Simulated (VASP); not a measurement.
Write the native input for VASP 6.6.1 that does the following.

```yaml
Task: single point
Functional: PBE
Potentials_or_basis: VASP PAW PBE potentials, release 64 (Rh_pv, Cl)
Cutoff: 520 eV
k_mesh: 4 × 4 × 6
Occupations: methfessel-paxton, width 0.15 eV
Spin: no spin polarisation
Dipole_correction: no
Further_INCAR_settings: ALGO = Normal; EDIFF = 1e-06; NBANDS = 38
```

The structure of RhCl2 lies in POSCAR:

```
RhCl2
1.0
    5.7648496524      0.0000000000      0.0000000000
    0.0000000000      5.7648496524      0.0000000000
    0.0000000000      0.0000000000      3.7774300869
Rh Cl
2 4
Direct
    0.0000000000      0.0000000000      0.0000000000
    0.5000000000      0.5000000000      0.5000000000
    0.3026200000      0.3026200000      0.0000000000
    0.6973800000      0.6973800000      0.0000000000
    0.1973800000      0.8026200000      0.5000000000
    0.8026200000      0.1973800000      0.5000000000
```

The input as run:

INCAR

```
PREC     = Accurate       # precision mode
ENCUT    = 520            # plane-wave cutoff, eV
EDIFF    = 1E-6           # SCF threshold, eV
ISMEAR   = 1              # smearing method
SIGMA    = 0.15           # smearing width, eV
LREAL    = F              # projectors in reciprocal space
LASPH    = T              # aspherical terms in the spheres
NELM     = 100            # most SCF steps
ALGO     = Normal         # electronic algorithm
ISIF     = 2              # what is computed and relaxed
LWAVE    = F              # write WAVECAR
LCHARG   = F              # write CHGCAR
GGA      = PE             # functional
NBANDS   = 38             # bands
```

KPOINTS

```
Automatic mesh
0
Gamma
  4 4 6
```

Potentials or basis: VASP PAW PBE potentials, release 64 (Rh_pv, Cl).

Command:

```console
$ cat potpaw_PBE.64/Rh_pv/POTCAR potpaw_PBE.64/Cl/POTCAR > POTCAR
$ mpirun -np 1 vasp_std > vasp.out
```

Results of the run:

| Item | Value |
| --- | --- |
| Pressure | -3.5 GPa |
| Largest force | 0.152 eV/Å |
| Band gap on the k mesh | zero (band 29 reaches 5.17 eV, above the bottom of band 30 at 3.98 eV) |

It took 100 s on 1 thread of Oxide Virtual Turin-like Processor, on a shared host, peak memory 0.25 GiB.
